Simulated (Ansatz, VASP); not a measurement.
**Two plane-wave programs on RuRh2**

```
Ru Rh
1.0
     4.31930    0.00000    0.00000
    -2.15965    3.74062    0.00000
     0.00000    0.00000    2.64670
Ru Rh
1 2
Cartesian
  0.0000 0.0000 0.0000
  0.0000 2.4937 1.3233
  2.1596 1.2469 1.3233
```

Alike in both runs: functional PBE; k mesh 12 × 12 × 18; occupations gaussian, width 0.1 eV; no spin polarisation.

Ansatz relaxed the structure, and its values are those at the end. VASP's run is a single point on that final structure, the one shown.

|  | VASP | Ansatz |
| --- | --- | --- |
| version | VASP 6.6.1 | Ansatz 0.2.0 |
| potentials or method | VASP PAW PBE potentials, release 64 (Ru_pv, Rh_pv), cutoff 520 eV | scalar-relativistic, plane waves, PAW |
| valence electrons in the cell | 44 | 50 |

```csv
,VASP,Ansatz,Ansatz less VASP
gap on the k mesh at the Fermi level (eV),none,none,-
pressure (GPa),0.0,0.0,-0.02
```

A gap of «none» marks a metal or a gap that the smearing closes. With one functional, cell and mesh, what is left measures potentials, basis and numerics. VASP's potentials hold 44 valence electrons a cell and Ansatz's 50, so a difference there can come from the potentials and not from the codes.
